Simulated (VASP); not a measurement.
Set up this calculation in VASP 6.6.1, as the native input.

| Property | Result |
| --- | --- |
| Task | single point |
| Functional | PBEsol |
| Potentials or basis | VASP PAW PBE potentials, release 64 (I, Mg) |
| Cutoff | 520 eV |
| k mesh | 8 × 8 × 4 |
| Occupations | fermi-dirac, width 0.05 eV |
| Spin | no spin polarisation |
| Dipole correction | no |
| Further INCAR settings | ALGO = Normal; EDIFF = 1e-06; NBANDS = 15 |

The structure of MgI2 lies in POSCAR:

```
MgI2
1.0
    4.1324886550      0.0000000000      0.0000000000
   -2.0662443275      3.5788401561      0.0000000000
    0.0000000000      0.0000000000      7.0285371313
I Mg
2 1
Direct
    0.6666666667      0.3333333333      0.7625550040
    0.3333333333      0.6666666667      0.2374449960
    0.0000000000      0.0000000000      0.0000000000
```

These files were run (other wordings do the same):

INCAR

```
SYSTEM = MgI2
  PREC = Accurate
  ENCUT = 520
  EDIFF = 1E-6
  ISMEAR = -1
  SIGMA = 0.05
  LREAL = .FALSE.
  LASPH = .TRUE.
  NELM = 100
  ALGO = Normal
  ISIF = 2
  LWAVE = .FALSE.
  LCHARG = .TRUE.
  GGA = PS
  LELF = .TRUE.
  LVHAR = .TRUE.
  NBANDS = 15
```

KPOINTS

```
Automatic mesh
0
G
  8 8 4
  0 0 0
```

Potentials or basis: VASP PAW PBE potentials, release 64 (I, Mg).

Run with:

```console
$ cat potpaw_PBE.64/I/POTCAR potpaw_PBE.64/Mg/POTCAR > POTCAR
$ mpirun -np 1 vasp_std > vasp.out
```

Results of the run:

```
Pressure               : -0.1 GPa
Largest force          : 0.008 eV/Å
Band gap on the k mesh : 3.54 eV, indirect (least direct gap 3.69 eV)
```

Caveat: the PAW data sets were made with another functional, which shifts forces and pressure a little; spin-orbit coupling is left out, which moves the levels of the heavy elements; this functional lacks dispersion, which binds the layers, so the pressure and a relaxed spacing across them are unreliable.

Wall time 27 s on 1 thread of AMD EPYC 9R45 96-Core Processor (Zen 5), on a shared host, peak memory 0.21 GiB.
